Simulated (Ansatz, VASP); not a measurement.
## Two plane-wave programs on RbW2

```
Rb W
1.0
     4.20020    0.00000    0.00000
    -2.10010    3.63748    0.00000
     0.00000    0.00000    6.24435
Rb W
1 2
Direct
  0.00000 0.00000 0.00000
  0.33333 0.66667 0.50000
  0.66667 0.33333 0.50000
```

Alike in both runs: functional PBE; k mesh 12 × 12 × 8; occupations gaussian, width 0.1 eV; no spin polarisation.

Ansatz relaxed the structure, and its values are those at the end. VASP's run is a single point on that final structure, the one shown.

|  | VASP | Ansatz |
| --- | --- | --- |
| version | VASP 6.6.1 | Ansatz 0.2.0 |
| potentials or method | VASP PAW PBE potentials, release 64 (Rb_sv, W_sv), cutoff 520 eV | scalar-relativistic, plane waves, PAW |
| valence electrons in the cell | 37 | 37 |

|  | VASP | Ansatz | Ansatz less VASP |
| --- | --- | --- | --- |
| gap on the k mesh at the Fermi level (eV) | none | none | - |
| pressure (GPa) | 0.4 | 0.0 | -0.43 |

A gap of «none» marks a metal or a gap that the smearing closes. The functional is the same, so the differences come from potentials, cutoffs and numerics.

Neither program's run includes spin-orbit coupling.
